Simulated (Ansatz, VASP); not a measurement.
One calculation of BaTiO3, two programs

INCAR

```
ALGO = Normal ; EDIFF = 1E-6
ENCUT = 520 ; GGA = PS
ISIF = 2 ; ISMEAR = -1
LASPH = True ; LCHARG = True
LELF = True ; LREAL = False
LVHAR = True ; LWAVE = False
NBANDS = 28 ; NELM = 60
PREC = Accurate ; SIGMA = 0.03
```

File KPOINTS:

```
k-points
0
Gamma
  7 7 7
```

The input POSCAR:

```
BaTiO3
1.0
    3.9998000000      0.0000000000      0.0000000000
    0.0000000000      3.9998000000      0.0000000000
    0.0000000000      0.0000000000      3.8974600000
Ba Ti O
1 1 3
Direct
    0.0000000000      0.0000000000      0.0000000000
    0.5000000000      0.5000000000      0.5000000000
    0.5000000000      0.5000000000      0.0000000000
    0.5000000000      0.0000000000      0.5000000000
    0.0000000000      0.5000000000      0.5000000000
```

Input for Ansatz:

```yaml
crystal:
  lattice:
    - [3.9998, 0.0, 0.0]
    - [0.0, 3.9998, 0.0]
    - [0.0, 0.0, 3.89746]
  atoms:
    - { symbol: Ba, position: [0.0, 0.0, 0.0] }
    - { symbol: Ti, position: [0.5, 0.5, 0.5] }
    - { symbol: O, position: [0.5, 0.5, 0.0] }
    - { symbol: O, position: [0.5, 0.0, 0.5] }
    - { symbol: O, position: [0.0, 0.5, 0.5] }
kpoints:
  mp_grid: { grid: [7, 7, 7] }
  band_path:
    path:
      - [0.0, 0.0, 0.0]
      - [0.0, 0.5, 0.0]
      - [0.5, 0.5, 0.0]
      - [0.0, 0.0, 0.0]
      - [0.0, 0.0, 0.5]
      - [0.0, 0.5, 0.5]
      - [0.5, 0.5, 0.5]
      - [0.0, 0.0, 0.5]
      - [0.0, 0.5, 0.0]
    npoints: 5
scf:
  occupations: { method: fermi_dirac, width: 0.03 }
hamiltonian:
  xc: pbesol
  pseudopotentials: { kind: all_electron, lapw: { basis_error: 0.001 } }
output:
  forces: true
  stress: true
  eigenvalues: true
```

Change from the starting cell: zz strain of -3 %.

Alike in both runs: task single point; functional PBEsol; k mesh 7 × 7 × 7; occupations fermi-dirac, width 0.03 eV; no spin polarisation.

|  | VASP | Ansatz |
| --- | --- | --- |
| version | VASP 6.6.1 | Ansatz 0.2.0 |
| potentials or method | VASP PAW PBE potentials, release 64 (Ba_sv, Ti_sv, O), cutoff 520 eV | all-electron LAPW, scalar-relativistic |

|  | VASP | Ansatz | Ansatz less VASP |
| --- | --- | --- | --- |
| gap on the k mesh at the Fermi level (eV) | 1.77 | 1.84 | +0.063 |
| pressure (GPa) | 2.8 | 0.8 | -2.01 |
| traceless stress, the component that is largest in VASP (GPa) | 3.90 | 3.78 | -0.122 |

VASP's potentials were made for PBE, not for PBEsol. Ansatz ran all-electron here, and VASP with PAW potentials.

Neither program's run includes spin-orbit coupling.
